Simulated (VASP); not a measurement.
# ZrO2 (Fm-3m) in VASP: further runs

ZrO2 is run at these levels: PBE; tasks: single point.

All numbers are computed with VASP 6.6.1; they aren't measurements. Logs are shortened: lines on timing, memory, paths and dates and some standing lists are left out, and cuts for length are marked.

## Step 1: The cell of the first run

The structure is cubic, space group Fm-3m (No. 225). The conventional cell has a = 5.011 Å, b = 5.011 Å, c = 5.011 Å, α = 90.00°, β = 90.00°, γ = 90.00°. Within 2.9 Å of Zr (site symmetry m-3m) lie 8 O at 2.17 Å. O (site symmetry -43m) has 4 Zr at 2.17 Å and 6 O at 2.51 Å within 2.9 Å.

## Step 2: Single point, PBE (10.49 Å³/atom)

Contents of INCAR:

```
PREC = Accurate ; ENCUT = 600
EDIFF = 1E-6 ; ISMEAR = 0
SIGMA = 0.01 ; LREAL = False
LASPH = True ; NELM = 120
ALGO = Normal ; ISIF = 2
LWAVE = False ; LCHARG = False
GGA = PE ; NBANDS = 19
GGA_COMPAT = False
```

Contents of KPOINTS:

```
regular mesh
0
Gamma
  8 8 8
```

Contents of POSCAR:

```
ZrO2
1.0
    0.0000000000      2.5056791456      2.5056791456
    2.5056791456      0.0000000000      2.5056791456
    2.5056791456      2.5056791456      0.0000000000
Zr O
1 2
Direct
    0.0000000000      0.0000000000      0.0000000000
    0.2500000000      0.2500000000      0.2500000000
    0.7500000000      0.7500000000      0.7500000000
```

Potentials or basis: VASP PAW PBE potentials, release 64 (Zr_sv, O).

Run with:

```
$ cat potpaw_PBE.64/Zr_sv/POTCAR potpaw_PBE.64/O/POTCAR > POTCAR
$ mpirun -np 1 vasp_std > vasp.out
```

OUTCAR:

```text
PREC = Accurate
   ENCUT = 600
   EDIFF = 1E-6
   ISMEAR = 0
   LREAL = False
   LASPH = True
   NELM = 120
   ISIF = 2
   GGA = PE

 ion  position               nearest neighbor table
   1  0.000  0.000  0.000-   3 2.17   3 2.17   3 2.17   2 2.17   2 2.17   2 2.17   3 2.17   2 2.17

   2  0.250  0.250  0.250-   1 2.17   1 2.17   1 2.17   1 2.17
   3  0.750  0.750  0.750-   1 2.17   1 2.17   1 2.17   1 2.17

  LATTYP: Found a face centered cubic cell.
 ALAT       =     5.0113582912

  Lattice vectors:

 A1 = (   0.0000000000,   2.5056791456,   2.5056791456)
 A2 = (   2.5056791456,   0.0000000000,   2.5056791456)
 A3 = (   2.5056791456,   2.5056791456,   0.0000000000)

Analysis of symmetry for initial positions (statically):
=====================================================================
 Subroutine PRICEL returns:
 Original cell was already a primitive cell.

 Routine SETGRP: Setting up the symmetry group for a
 face centered cubic supercell.

 Subroutine GETGRP returns: Found 48 space group operations
 (whereof 48 operations were pure point group operations)
 out of a pool of 48 trial point group operations.

The static configuration has the point symmetry O_h .

Analysis of symmetry for dynamics (positions and initial velocities):
=====================================================================
 Subroutine PRICEL returns:
 Original cell was already a primitive cell.

 Routine SETGRP: Setting up the symmetry group for a
 face centered cubic supercell.

 Subroutine GETGRP returns: Found 48 space group operations
 (whereof 48 operations were pure point group operations)
 out of a pool of 48 trial point group operations.

The dynamic configuration has the point symmetry O_h .

 Subroutine INISYM returns: Found 48 space group operations
 (whereof 48 operations are pure point group operations),
 and found     1 'primitive' translations

----------------------------------------------------------------------------------------

                                     Primitive cell

  volume of cell :      31.4635

  direct lattice vectors                    reciprocal lattice vectors
     0.000000000  2.505679146  2.505679146    -0.199546698  0.199546698  0.199546698
     2.505679146  0.000000000  2.505679146     0.199546698 -0.199546698  0.199546698
     2.505679146  2.505679146  0.000000000     0.199546698  0.199546698 -0.199546698

  length of vectors
     3.543565431  3.543565431  3.543565431     0.345625020  0.345625020  0.345625020

  position of ions in fractional coordinates (direct lattice)
     0.000000000  0.000000000  0.000000000
     0.250000000  0.250000000  0.250000000
     0.750000000  0.750000000  0.750000000

  ion indices of the primitive-cell ions
   primitive index   ion index
                 1           1
                 2           2
                 3           3

----------------------------------------------------------------------------------------

 KPOINTS: regular mesh

Automatic generation of k-mesh.
 Grid dimensions read from file:
 generate k-points for:    8    8    8

 Generating k-lattice:

  Cartesian coordinates                     Fractional coordinates (reciprocal lattice)
    -0.024943337  0.024943337  0.024943337     0.125000000  0.000000000  0.000000000
     0.024943337 -0.024943337  0.024943337     0.000000000  0.125000000  0.000000000
     0.024943337  0.024943337 -0.024943337     0.000000000  0.000000000  0.125000000

  Length of vectors
     0.043203127  0.043203127  0.043203127

  Shift w.r.t. Gamma in fractional coordinates (k-lattice)
     0.000000000  0.000000000  0.000000000

 Subroutine IBZKPT returns following result:
 ===========================================

 Found     29 irreducible k-points:

 Following reciprocal coordinates:
            Coordinates               Weight
  0.000000  0.000000  0.000000      1.000000
  0.125000  0.000000  0.000000      8.000000
  0.250000  0.000000  0.000000      8.000000
  0.375000  0.000000  0.000000      8.000000
  0.500000  0.000000  0.000000      4.000000
  0.125000  0.125000  0.000000      6.000000
[... 16 lines left out ...]
  0.500000  0.250000  0.125000     48.000000
 -0.375000  0.250000  0.125000     24.000000
 [... further k-points ...]
   k-points           NKPTS =     29   k-points in BZ     NKDIM =     29   number of bands    NBANDS=     19
   number of dos      NEDOS =    301   number of ions     NIONS =      3
   total plane-waves  NPLWV =  21952
   dimension x,y,z NGX =    28 NGY =   28 NGZ =   28
   dimension x,y,z NGXF=    56 NGYF=   56 NGZF=   56
   ions per type =               1   2
   NGX,Y,Z   is equivalent  to a cutoff of  13.14, 13.14, 13.14 a.u.
   NGXF,Y,Z  is equivalent  to a cutoff of  26.27, 26.27, 26.27 a.u.
 SYSTEM =  unknown system
   PREC   = accura    normal or accurate (medium, high low for compatibility)
   ISTART =      0    job   : 0-new  1-cont  2-samecut
   ICHARG =      2    charge: 1-file 2-atom 10-const
   ISPIN  =      1    spin polarized calculation?
   LNONCOLLINEAR =      F non collinear calculations
   LSORBIT =      F    spin-orbit coupling
   LASPH  =      T    aspherical Exc in radial PAW
   ENCUT  =  600.0 eV  44.10 Ry    6.64 a.u.   7.08  7.08  7.08*2*pi/ulx,y,z
   NELM   =    120;   NELMIN=  2; NELMDL= -5     # of ELM steps
   EDIFF  = 0.1E-05   stopping-criterion for ELM
   LREAL  =      F    real-space projection
   EDIFFG = 0.1E-04   stopping-criterion for IOM
   NSW    =      0    number of steps for IOM
   IBRION =     -1    ionic relax: 0-MD 1-quasi-New 2-CG
   NFREE  =      0    steps in history (QN), initial steepest desc. (CG)
   ISIF   =      2    stress and relaxation
   ISYM   =      2    0-nonsym 1-usesym 2-fastsym
   POTIM  = 0.5000    time-step for ionic-motion
   TEBEG  =    0.0;   TEEND  =   0.0 temperature during run
   PSTRESS=    0.0 pullay stress
   NELECT =      24.0000    total number of electrons
   NUPDOWN=      -1.0000    fix difference up-down
   EMIN   =  10.00;   EMAX   =-10.00  energy-range for DOS
   EFERMI =   0.00;   METHOD = LEGACY
   ISMEAR =     0;   SIGMA  =   0.01  broadening in eV -4-tet -1-fermi 0-gaus
   EFERMI_NEDOS =   21; number of points for ismear=-14 and -15
   IALGO  =     38    algorithm
   IMIX   =      4    mixing-type and parameters
     AMIX     =   0.40;   BMIX     =  1.00
     AMIX_MAG =   1.60;   BMIX_MAG =  1.00
  volume/ion in A,a.u.               =      10.49        70.78
  Fermi-wavevector in a.u.,A,eV,Ry     =   1.495810  2.826671 30.442325  2.237448
  Thomas-Fermi vector in A             =   2.607907
   LORBIT       =      0    0 simple, 1 ext, 2 COOP (PROOUT), +10 PAW based schemes
   GGA     = PE    functional components
   LHFCALC =     F    Hartree Fock is set to
   AEXX    =    0.0000 exact exchange contribution
   IVDW    =     0    specifies the selected vdW correction
   LEPSILON=     F    determine dielectric tensor
   LRPA    =     F    only Hartree local field effects (RPA)
 non-spin polarized calculation
 Gauss-broadening in eV      SIGMA  =   0.01
  energy-cutoff  :      600.00
  volume of cell :       31.46
 maximum number of plane-waves:      1067
   NGX = 15   NGY = 15   NGZ = 15

 number of electron      23.9999998 magnetization

 Free energy of the ion-electron system (eV)
  ---------------------------------------------------
  ext. energy  EPLUGINS =         0.00000000
  ---------------------------------------------------
  free energy    TOTEN  =       -28.46688048 eV

  energy without entropy =      -28.46688048  energy(sigma->0) =      -28.46688048

 E-fermi :   7.8090     XC(G=0): -12.0361

 val. band max:        7.7598044302   @ k =   0.5000   0.5000   0.0000
 cond. band min:      11.2413941193   @ k =   0.0000   0.0000   0.0000
 fundamental gap:      3.4815896892
 Fermi energy:         7.8090311051

 k-point     1 :       0.0000    0.0000    0.0000
  band No.  band energies     occupation
      1     -40.1081      2.00000
      2     -17.9333      2.00000
      3     -17.9333      2.00000
      4     -17.9333      2.00000
      5     -10.6609      2.00000
      6      -7.9319      2.00000
[... 11 lines left out ...]
     18      17.7054      0.00000
     19      22.5324      0.00000

 k-point     2 :       0.1250    0.0000    0.0000
  band No.  band energies     occupation
      1     -40.0994      2.00000
      2     -18.0739      2.00000
      3     -17.9459      2.00000
      4     -17.9459      2.00000
      5     -10.4120      2.00000
      6      -8.1056      2.00000
[... 11 lines left out ...]
     18      17.4547      0.00000
     19      22.2499      0.00000

 k-point     3 :       0.2500    0.0000    0.0000
  band No.  band energies     occupation
      1     -40.0782      2.00000
      2     -18.3855      2.00000
      3     -17.9762      2.00000
      4     -17.9762      2.00000
      5      -9.8973      2.00000
      6      -8.3948      2.00000
[... 11 lines left out ...]
     18      17.2963      0.00000
     19      21.6317      0.00000

 k-point     4 :       0.3750    0.0000    0.0000
  band No.  band energies     occupation
      1     -40.0569      2.00000
      2     -18.6662      2.00000
      3     -18.0061      2.00000
      4     -18.0061      2.00000
      5      -9.6583      2.00000
      6      -8.3480      2.00000
[... 11 lines left out ...]
     18      17.4332      0.00000
     19      21.8643      0.00000

 k-point     5 :       0.5000    0.0000    0.0000
  band No.  band energies     occupation
      1     -40.0480      2.00000
      2     -18.7753      2.00000
      3     -18.0184      2.00000
      4     -18.0184      2.00000
      5      -9.6710      2.00000
      6      -8.1989      2.00000
[... 11 lines left out ...]
     18      16.9435      0.00000
     19      22.5021      0.00000

 k-point     6 :       0.1250    0.1250    0.0000
  band No.  band energies     occupation
      1     -40.0965      2.00000
      2     -18.0906      2.00000
      3     -17.9649      2.00000
      4     -17.9649      2.00000
      5     -10.3215      2.00000
      6      -8.1697      2.00000
[... 11 lines left out ...]
     18      17.3927      0.00000
     19      22.3414      0.00000

 k-point     7 :       0.2500    0.1250    0.0000
  band No.  band energies     occupation
      1     -40.0794      2.00000
      2     -18.3213      2.00000
      3     -18.0013      2.00000
      4     -17.9997      2.00000
      5      -9.8607      2.00000
      6      -8.4477      2.00000
[... 11 lines left out ...]
     18      17.2566      0.00000
     19      22.1677      0.00000

 k-point     8 :       0.3750    0.1250    0.0000
  band No.  band energies     occupation
      1     -40.0582      2.00000
      2     -18.5828      2.00000
      3     -18.0595      2.00000
      4     -18.0295      2.00000
      5      -9.4920      2.00000
      6      -8.5297      2.00000
[... 256 lines left out ...]
 k-point    20 :      -0.3750    0.3750    0.0000
  band No.  band energies     occupation
      1     -40.0298      2.00000
      2     -18.6636      2.00000
      3     -18.3706      2.00000
      4     -18.1047      2.00000
      5      -9.0386      2.00000
      6      -8.4890      2.00000
[... 11 lines left out ...]
     18      20.2434      0.00000
     19      23.1526      0.00000

 k-point    21 :       0.5000    0.5000    0.0000
  band No.  band energies     occupation
      1     -40.0282      2.00000
      2     -18.8426      2.00000
      3     -18.1459      2.00000
      4     -18.1459      2.00000
      5      -9.2703      2.00000
      6      -8.2596      2.00000
[... 11 lines left out ...]
     18      21.8147      0.00000
     19      21.8329      0.00000

 k-point    22 :       0.3750    0.2500    0.1250
  band No.  band energies     occupation
      1     -40.0624      2.00000
      2     -18.4821      2.00000
      3     -18.1134      2.00000
      4     -18.0161      2.00000
      5      -9.4031      2.00000
      6      -8.6800      2.00000
[... 11 lines left out ...]
     18      17.9363      0.00000
     19      22.5163      0.00000

 k-point    23 :       0.5000    0.2500    0.1250
  band No.  band energies     occupation
      1     -40.0452      2.00000
      2     -18.6136      2.00000
      3     -18.2277      2.00000
      4     -18.0505      2.00000
      5      -9.1666      2.00000
      6      -8.6415      2.00000
[... 11 lines left out ...]
     18      18.6669      0.00000
     19      22.7620      0.00000

 k-point    24 :      -0.3750    0.2500    0.1250
  band No.  band energies     occupation
      1     -40.0381      2.00000
      2     -18.6624      2.00000
      3     -18.2757      2.00000
      4     -18.0672      2.00000
      5      -9.2033      2.00000
      6      -8.4759      2.00000
[... 11 lines left out ...]
     18      18.7013      0.00000
     19      23.0793      0.00000

 [... further k-points ...]

------------------------ aborting loop because EDIFF is reached ----------------------------------------

  FORCE on cell =-STRESS in cart. coord.  units (eV):
  Direction    XX          YY          ZZ          XY          YZ          ZX
  --------------------------------------------------------------------------------------
  -------------------------------------------------------------------------------------
  Total        3.2975843      3.2975843      3.2975843      0.0000000      0.0000000     -0.0000000
  in kB      167.9191060    167.9191060    167.9191060      0.0000000      0.0000000     -0.0000000
  external PRESSURE =     167.9191060 kB  Pullay stress =       0.0000000 kB

 VOLUME and BASIS-vectors are now :
 -----------------------------------------------------------------------------
  energy-cutoff  :      600.00
  volume of cell :       31.46
      direct lattice vectors                 reciprocal lattice vectors
     0.000000000  2.505679146  2.505679146    -0.199546698  0.199546698  0.199546698
     2.505679146  0.000000000  2.505679146     0.199546698 -0.199546698  0.199546698
     2.505679146  2.505679146  0.000000000     0.199546698  0.199546698 -0.199546698

 POSITION                                       TOTAL-FORCE (eV/Angst)
 -----------------------------------------------------------------------------------
      0.00000      0.00000      0.00000         0.000000      0.000000      0.000000
      1.25284      1.25284      1.25284        -0.000000     -0.000000     -0.000000
      3.75852      3.75852      3.75852         0.000000      0.000000     -0.000000
 -----------------------------------------------------------------------------------
    total drift:                                0.000000      0.000000      0.000000

  FREE ENERGIE OF THE ION-ELECTRON SYSTEM (eV)
  ---------------------------------------------------
  free  energy   TOTEN  =       -28.4668804771 eV

  energy  without entropy=      -28.4668804771  energy(sigma->0) =      -28.46688048
```

It took 27 s on 1 thread of Intel Xeon 8259CL, shared host; peak memory 0.17 GiB.

Results:

```yaml
Free_energy: -28.4669 eV
Pressure: 16.8 GPa
Band_gap_on_the_k_mesh: 3.48 eV (least direct gap 3.97 eV)
```

Caveat: the cell stands under pressure. A k mesh can miss the band edges.

## Step 3: Single point, PBE

This run uses another cell than the first one, of 10.99 Å³/atom.

Contents of INCAR:

```
PREC = Accurate
ENCUT = 600
EDIFF = 1E-6
ISMEAR = 0
SIGMA = 0.01
LREAL = False
LASPH = True
NELM = 120
ALGO = Normal
ISIF = 2
LWAVE = False
LCHARG = False
GGA = PE
NBANDS = 19
GGA_COMPAT = False
```

Contents of KPOINTS:

```
Automatic mesh
0
Gamma
  8 8 8
```

Contents of POSCAR:

```
ZrO2
1.0
    0.0000000000      2.5447135880      2.5447135880
    2.5447135880      0.0000000000      2.5447135880
    2.5447135880      2.5447135880      0.0000000000
Zr O
1 2
Direct
    0.0000000000      0.0000000000      0.0000000000
    0.2500000000      0.2500000000      0.2500000000
    0.7500000000      0.7500000000      0.7500000000
```

Potentials or basis: VASP PAW PBE potentials, release 64 (Zr_sv, O).

Run with:

```
$ cat potpaw_PBE.64/Zr_sv/POTCAR potpaw_PBE.64/O/POTCAR > POTCAR
$ mpirun -np 1 vasp_std > vasp.out
```

Wall time 42 s (1 thread of Intel Xeon 8259CL, shared host); peak memory 0.18 GiB.

The run converged. Its results:

- Free energy: -28.5657 eV
- Pressure: 3.9 GPa
- Band gap on the k mesh: 3.36 eV (least direct gap 3.80 eV)

Levels at points of the mesh, in eV from the valence-band top:
```
           k point  band 9  band 10  band 11  band 12  band 13  band 14  band 15  band 16
(0.00, 0.00, 0.00)   -5.23    -0.53    -0.53    -0.53     3.36     3.36     6.58     9.37
(0.50, 0.00, 0.00)   -2.53    -2.47    -1.64    -1.64     4.00     4.00     6.09     8.47
(0.50, 0.50, 0.00)   -3.15    -1.51    -1.51     0.00     3.80     4.74     5.83     7.28
```

Caveat: the cell stands under pressure. A k mesh can miss the band edges.

(Part 1 of 2 ends here.)
